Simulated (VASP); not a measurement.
# CsIn (Cmcm) in VASP: single point with PBE

Aim: the single point of CsIn with PBE.

All numbers are computed with VASP 6.6.1; they aren't measurements. Logs are shortened: lines on timing, memory, paths and dates and some standing lists are left out, and cuts for length are marked.

## (1) The cell of the first run

Symmetry: Cmcm, No. 63, orthorhombic system. Conventional cell: a = 6.401 Å, b = 13.305 Å, c = 5.180 Å, α = 90.00°, β = 90.00°, γ = 90.00°. Within 5.3 Å of Cs (site symmetry m2m) lie 7 In at 4.06 to 4.36 Å and 8 Cs at 4.77 to 5.18 Å. Within 3.7 Å of In (site symmetry m2m) lie 2 In at 2.84 Å.

## (2) Single point, PBE

File INCAR:

```
SYSTEM = CsIn
PREC = Accurate ; ENCUT = 520
EDIFF = 1E-7 ; ISMEAR = 0
SIGMA = 0.1 ; LREAL = .False.
LASPH = .True. ; NELM = 60
ALGO = Fast ; ISIF = 2
LWAVE = .False. ; LCHARG = .False.
GGA = PE ; NBANDS = 30
```

File KPOINTS:

```
Automatic mesh
0
Gamma
  8 8 10
  0 0 0
```

File POSCAR:

```
CsIn
1.0
    3.2006440151     -6.6523887175      0.0000000000
    3.2006440151      6.6523887175      0.0000000000
    0.0000000000      0.0000000000      5.1796923242
Cs In
2 2
Direct
    0.1506564318      0.8493435682      0.7500000000
    0.8493435682      0.1506564318      0.2500000000
    0.4560459661      0.5439540339      0.7500000000
    0.5439540339      0.4560459661      0.2500000000
```

Potentials or basis: VASP PAW PBE potentials, release 64 (Cs_sv, In_d).

Run with:

```sh
$ cat potpaw_PBE.64/Cs_sv/POTCAR potpaw_PBE.64/In_d/POTCAR > POTCAR
$ mpirun -np 1 vasp_std > vasp.out
```

OUTCAR:

```text
SYSTEM = CsIn
   PREC = Accurate
   ENCUT = 520
   EDIFF = 1E-7
   ISMEAR = 0
   LREAL = .False.
   LASPH = .True.
   NELM = 60
   ISIF = 2
   GGA = PE

 ion  position               nearest neighbor table
   1  0.151  0.849  0.750-
   2  0.849  0.151  0.250-
   3  0.456  0.544  0.750-   4 2.84   4 2.84
   4  0.544  0.456  0.250-   3 2.84   3 2.84

  LATTYP: Found a base centered orthorhombic cell.
 ALAT       =     6.4012880302
 B/A-ratio  =     2.0784531757
 C/A-ratio  =     0.8091640776

  Lattice vectors:

 A1 = (   3.2006440151,  -6.6523887175,   0.0000000000)
 A2 = (   3.2006440151,   6.6523887175,   0.0000000000)
 A3 = (   0.0000000000,   0.0000000000,   5.1796923242)

Analysis of symmetry for initial positions (statically):
=====================================================================
 Subroutine PRICEL returns:
 Original cell was already a primitive cell.

 Routine SETGRP: Setting up the symmetry group for a
 base centered orthorhombic supercell.

 Subroutine GETGRP returns: Found  8 space group operations
 (whereof  4 operations were pure point group operations)
 out of a pool of  8 trial point group operations.

The static configuration has the point symmetry C_2h.
 The point group associated with its full space group is D_2h.

Analysis of symmetry for dynamics (positions and initial velocities):
=====================================================================
 Subroutine PRICEL returns:
 Original cell was already a primitive cell.

 Routine SETGRP: Setting up the symmetry group for a
 base centered orthorhombic supercell.

 Subroutine GETGRP returns: Found  8 space group operations
 (whereof  4 operations were pure point group operations)
 out of a pool of  8 trial point group operations.

The dynamic configuration has the point symmetry C_2h.
 The point group associated with its full space group is D_2h.

 Subroutine INISYM returns: Found  8 space group operations
 (whereof  4 operations are pure point group operations),
 and found     1 'primitive' translations

----------------------------------------------------------------------------------------

                                     Primitive cell

  volume of cell :     220.5713

  direct lattice vectors                    reciprocal lattice vectors
     3.200644015 -6.652388718  0.000000000     0.156218560 -0.075160972  0.000000000
     3.200644015  6.652388718  0.000000000     0.156218560  0.075160972  0.000000000
     0.000000000  0.000000000  5.179692324     0.000000000  0.000000000  0.193061660

  length of vectors
     7.382303012  7.382303012  5.179692324     0.173359194  0.173359194  0.193061660

  position of ions in fractional coordinates (direct lattice)
     0.150656432  0.849343568  0.750000000
     0.849343568  0.150656432  0.250000000
     0.456045966  0.543954034  0.750000000
     0.543954034  0.456045966  0.250000000

  ion indices of the primitive-cell ions
   primitive index   ion index
                 1           1
                 2           2
                 3           3
                 4           4

----------------------------------------------------------------------------------------

 KPOINTS: Automatic mesh

Automatic generation of k-mesh.
 Grid dimensions read from file:
 generate k-points for:    8    8   10

 Generating k-lattice:

  Cartesian coordinates                     Fractional coordinates (reciprocal lattice)
     0.019527320 -0.009395121  0.000000000     0.125000000 -0.000000000  0.000000000
     0.019527320  0.009395121  0.000000000    -0.000000000  0.125000000  0.000000000
     0.000000000  0.000000000  0.019306166     0.000000000  0.000000000  0.100000000

  Length of vectors
     0.021669899  0.021669899  0.019306166

  Shift w.r.t. Gamma in fractional coordinates (k-lattice)
     0.000000000  0.000000000  0.000000000

 Subroutine IBZKPT returns following result:
 ===========================================

 Found    126 irreducible k-points:

 Following reciprocal coordinates:
            Coordinates               Weight
  0.000000  0.000000  0.000000      1.000000
  0.125000 -0.000000  0.000000      4.000000
  0.250000 -0.000000  0.000000      4.000000
  0.375000 -0.000000  0.000000      4.000000
  0.500000 -0.000000  0.000000      2.000000
  0.125000  0.125000  0.000000      2.000000
[... 16 lines left out ...]
  0.125000 -0.000000  0.100000      8.000000
  0.250000 -0.000000  0.100000      8.000000
 [... further k-points ...]
   k-points           NKPTS =    126   k-points in BZ     NKDIM =    126   number of bands    NBANDS=     30
   number of dos      NEDOS =    301   number of ions     NIONS =      4
   total plane-waves  NPLWV = 125440
   dimension x,y,z NGX =    56 NGY =   56 NGZ =   40
   dimension x,y,z NGXF=   112 NGYF=  112 NGZF=   80
   ions per type =               2   2
   NGX,Y,Z   is equivalent  to a cutoff of  12.61, 12.61, 12.84 a.u.
   NGXF,Y,Z  is equivalent  to a cutoff of  25.22, 25.22, 25.68 a.u.
 SYSTEM =  CsIn
   PREC   = accura    normal or accurate (medium, high low for compatibility)
   ISTART =      0    job   : 0-new  1-cont  2-samecut
   ICHARG =      2    charge: 1-file 2-atom 10-const
   ISPIN  =      1    spin polarized calculation?
   LNONCOLLINEAR =      F non collinear calculations
   LSORBIT =      F    spin-orbit coupling
   LASPH  =      T    aspherical Exc in radial PAW
   ENCUT  =  520.0 eV  38.22 Ry    6.18 a.u.  13.73 13.73  9.63*2*pi/ulx,y,z
   NELM   =     60;   NELMIN=  2; NELMDL= -5     # of ELM steps
   EDIFF  = 0.1E-06   stopping-criterion for ELM
   LREAL  =      F    real-space projection
   EDIFFG = 0.1E-05   stopping-criterion for IOM
   NSW    =      0    number of steps for IOM
   IBRION =     -1    ionic relax: 0-MD 1-quasi-New 2-CG
   NFREE  =      0    steps in history (QN), initial steepest desc. (CG)
   ISIF   =      2    stress and relaxation
   ISYM   =      2    0-nonsym 1-usesym 2-fastsym
   POTIM  = 0.5000    time-step for ionic-motion
   TEBEG  =    0.0;   TEEND  =   0.0 temperature during run
   PSTRESS=    0.0 pullay stress
   NELECT =      44.0000    total number of electrons
   NUPDOWN=      -1.0000    fix difference up-down
   EMIN   =  10.00;   EMAX   =-10.00  energy-range for DOS
   EFERMI =   0.00;   METHOD = LEGACY
   ISMEAR =     0;   SIGMA  =   0.10  broadening in eV -4-tet -1-fermi 0-gaus
   EFERMI_NEDOS =   21; number of points for ismear=-14 and -15
   IALGO  =     68    algorithm
   IMIX   =      4    mixing-type and parameters
     AMIX     =   0.40;   BMIX     =  1.00
     AMIX_MAG =   1.60;   BMIX_MAG =  1.00
  volume/ion in A,a.u.               =      55.14       372.12
  Fermi-wavevector in a.u.,A,eV,Ry     =   0.956554  1.807625 12.449265  0.914995
  Thomas-Fermi vector in A             =   2.085492
   LORBIT       =      0    0 simple, 1 ext, 2 COOP (PROOUT), +10 PAW based schemes
   GGA     = PE    functional components
   LHFCALC =     F    Hartree Fock is set to
   AEXX    =    0.0000 exact exchange contribution
   IVDW    =     0    specifies the selected vdW correction
   LEPSILON=     F    determine dielectric tensor
   LRPA    =     F    only Hartree local field effects (RPA)
 non-spin polarized calculation
 RMM-DIIS sequential band-by-band and
 Gauss-broadening in eV      SIGMA  =   0.10
  energy-cutoff  :      520.00
  volume of cell :      220.57
 maximum number of plane-waves:      5977
   NGX = 27   NGY = 27   NGZ = 19

 number of electron      43.9999990 magnetization

 Free energy of the ion-electron system (eV)
  ---------------------------------------------------
  ext. energy  EPLUGINS =         0.00000000
  ---------------------------------------------------
  free energy    TOTEN  =        -7.18032400 eV

  energy without entropy =       -7.17740857  energy(sigma->0) =       -7.17886629

 E-fermi :   2.3471     XC(G=0):  -7.1766

 val. band max:        2.3032805039   @ k =  -0.2500   0.2500   0.4000
 cond. band min:       2.3568679870   @ k =  -0.3750   0.3750   0.4000
 fundamental gap:      0.0535874831
 Fermi energy:         2.3470558177

 k-point     1 :       0.0000    0.0000    0.0000
  band No.  band energies     occupation
      1     -20.8268      2.00000
      2     -20.7957      2.00000
      3     -12.2846      2.00000
      4     -12.1632      2.00000
      5     -12.1569      2.00000
      6     -12.0894      2.00000
[... 22 lines left out ...]
     29       5.7032      0.00000
     30       6.4538      0.00000

 k-point     2 :       0.1250   -0.0000    0.0000
  band No.  band energies     occupation
      1     -20.8258      2.00000
      2     -20.7966      2.00000
      3     -12.2845      2.00000
      4     -12.1632      2.00000
      5     -12.1569      2.00000
      6     -12.0894      2.00000
[... 22 lines left out ...]
     29       5.6817      0.00000
     30       5.7638      0.00000

 k-point     3 :       0.2500   -0.0000    0.0000
  band No.  band energies     occupation
      1     -20.8230      2.00000
      2     -20.7993      2.00000
      3     -12.2845      2.00000
      4     -12.1634      2.00000
      5     -12.1569      2.00000
      6     -12.0896      2.00000
[... 22 lines left out ...]
     29       5.6284      0.00000
     30       5.6537      0.00000

 k-point     4 :       0.3750   -0.0000    0.0000
  band No.  band energies     occupation
      1     -20.8193      2.00000
      2     -20.8028      2.00000
      3     -12.2844      2.00000
      4     -12.1636      2.00000
      5     -12.1569      2.00000
      6     -12.0898      2.00000
[... 616 lines left out ...]
     29       5.3848      0.00000
     30       5.9398      0.00000

 k-point    23 :       0.1250   -0.0000    0.1000
  band No.  band energies     occupation
      1     -20.8247      2.00000
      2     -20.7969      2.00000
      3     -12.2937      2.00000
      4     -12.1913      2.00000
      5     -12.1614      2.00000
      6     -12.0690      2.00000
[... 22 lines left out ...]
     29       5.3545      0.00000
     30       5.9728      0.00000

 k-point    24 :       0.2500   -0.0000    0.1000
  band No.  band energies     occupation
      1     -20.8220      2.00000
      2     -20.7994      2.00000
      3     -12.2936      2.00000
      4     -12.1914      2.00000
      5     -12.1615      2.00000
      6     -12.0691      2.00000
[... 22 lines left out ...]
     29       5.4899      0.00000
     30       6.0822      0.00000

 [... further k-points ...]

------------------------ aborting loop because EDIFF is reached ----------------------------------------

  FORCE on cell =-STRESS in cart. coord.  units (eV):
  Direction    XX          YY          ZZ          XY          YZ          ZX
  --------------------------------------------------------------------------------------
  -------------------------------------------------------------------------------------
  Total       -0.0061138     -0.0115343      0.0192246      0.0000000     -0.0000000      0.0000000
  in kB       -0.0444095     -0.0837826      0.1396429      0.0000000     -0.0000000      0.0000000
  external PRESSURE =       0.0038169 kB  Pullay stress =       0.0000000 kB

 VOLUME and BASIS-vectors are now :
 -----------------------------------------------------------------------------
  energy-cutoff  :      520.00
  volume of cell :      220.57
      direct lattice vectors                 reciprocal lattice vectors
     3.200644015 -6.652388718  0.000000000     0.156218560 -0.075160972  0.000000000
     3.200644015  6.652388718  0.000000000     0.156218560  0.075160972  0.000000000
     0.000000000  0.000000000  5.179692324     0.000000000  0.000000000  0.193061660

 POSITION                                       TOTAL-FORCE (eV/Angst)
 -----------------------------------------------------------------------------------
      3.20064      4.64794      3.88477         0.000000     -0.001518     -0.000000
      3.20064     -4.64794      1.29492         0.000000      0.001518     -0.000000
      3.20064      0.58480      3.88477         0.000000      0.001739      0.000000
      3.20064     -0.58480      1.29492         0.000000     -0.001739     -0.000000
 -----------------------------------------------------------------------------------
    total drift:                                0.000000     -0.000000     -0.000000

  FREE ENERGIE OF THE ION-ELECTRON SYSTEM (eV)
  ---------------------------------------------------
  free  energy   TOTEN  =        -7.1803240049 eV

  energy  without entropy=       -7.1774085654  energy(sigma->0) =       -7.17886629
```

It took 17 min on 1 thread of Intel Xeon Platinum 8488C (Sapphire Rapids), shared host; peak memory 0.85 GiB.

Results:

- Free energy: -7.1803 eV
- Pressure: 0.0 GPa

Caveat: spin-orbit coupling is left out, which moves the levels of the heavy elements.
